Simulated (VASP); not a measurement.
MnIn3:

```xyz
4
Lattice="5.8764 0.0000 0.0000 -2.9382 5.0891 0.0000 0.0000 0.0000 3.4112" Properties=species:S:1:pos:R:3 pbc="T T T"
Mn    0.0000    0.0000    1.7056
In    1.4691    2.5446    1.7056
In    2.9382    0.0000    1.7056
In   -1.4691    2.5446    1.7056
```

The cell was built from a structure type or drawn by symmetry, and may not be a known phase.

* Program: VASP 6.6.1
* Task: relaxation of cell and atoms
* Functional: PBE
* Potentials or basis: VASP PAW PBE potentials, release 64 (Mn_pv, In_d)
* Cutoff: 600 eV
* k mesh: 3 × 3 × 6
* Occupations: gaussian, width 0.1 eV
* Spin: collinear spin, ferromagnetic start
* Starting moments: [4.38, 0.0, 0.0, 0.0] μB

At the start: pressure 0.1 GPa; volume 25.50 Å³/atom.

Problem. How do energy, volume and symmetry change on relaxing?

Solution. Over 5 steps the energy falls by 13.1 meV/atom and the volume is 24.94 Å³/atom (-2.2 %); space group P6/mmm (No. 191, to 0.1 Å) before and after; moment 3.53 μB per cell.

Step by step:
| step | energy change (eV) | largest force (eV/Å) | pressure (GPa) | volume (Å³) |
| --- | --- | --- | --- | --- |
| 1 | 0.0000 | 0.0000 | 0.10 | 102.01 |
| 2 | -0.0327 | 0.0000 | -0.43 | 102.23 |
| 3 | -0.0435 | 0.0000 | -0.78 | 102.34 |
| 4 | -0.0448 | 0.0000 | -0.97 | 102.39 |
| 5 | -0.0526 | 0.0000 | -0.02 | 99.75 |

Final structure:
```yaml
crystal:
  lattice:
    - [5.96599, 0.00000, 0.00000]
    - [-2.98299, 5.16670, 0.00000]
    - [0.00000, 0.00000, 3.23616]
  atoms:
    - { symbol: Mn, position: [0.00000, 0.00000, 0.50000] }
    - { symbol: In, position: [0.50000, 0.50000, 0.50000] }
    - { symbol: In, position: [0.50000, 0.00000, 0.50000] }
    - { symbol: In, position: [0.00000, 0.50000, 0.50000] }
```

Caveat: the k points lie up to 0.41 Å⁻¹ apart in the final cell.
